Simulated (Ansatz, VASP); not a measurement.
**Two plane-wave programs on LuTl2**

```xyz
3
Lattice="5.3041 0.0000 0.0000 -2.6521 4.5935 0.0000 0.0000 0.0000 3.3617" Properties=species:S:1:pos:R:3 pbc="T T T"
Lu    0.0000    0.0000    0.0000
Tl    0.0000    3.0623    1.6808
Tl    2.6521    1.5312    1.6808
```

Change from the starting cell: species swapped into the HfBe2 type (P6/mmm, No. 191).

Alike in both runs: functional PBE; k mesh 12 × 12 × 14; occupations gaussian, width 0.1 eV; no spin polarisation.

Ansatz relaxed the structure, and its values are those at the end. VASP's run is a single point on that final structure, the one shown.

```csv
,VASP,Ansatz
version,VASP 6.6.1,Ansatz 0.2.0
potentials or method,"VASP PAW PBE potentials, release 64 (Lu, Tl_d), cutoff 520 eV","scalar-relativistic, plane waves, PAW"
valence electrons in the cell,51,51
```

|  | VASP | Ansatz | Ansatz less VASP |
| --- | --- | --- | --- |
| gap on the k mesh at the Fermi level (eV) | none | none | - |
| pressure (GPa) | -0.4 | 0.0 | +0.39 |

A gap of «none» marks a metal or a gap that the smearing closes. The functional is the same, so the differences come from potentials, cutoffs and numerics.

Spin-orbit coupling is off throughout.
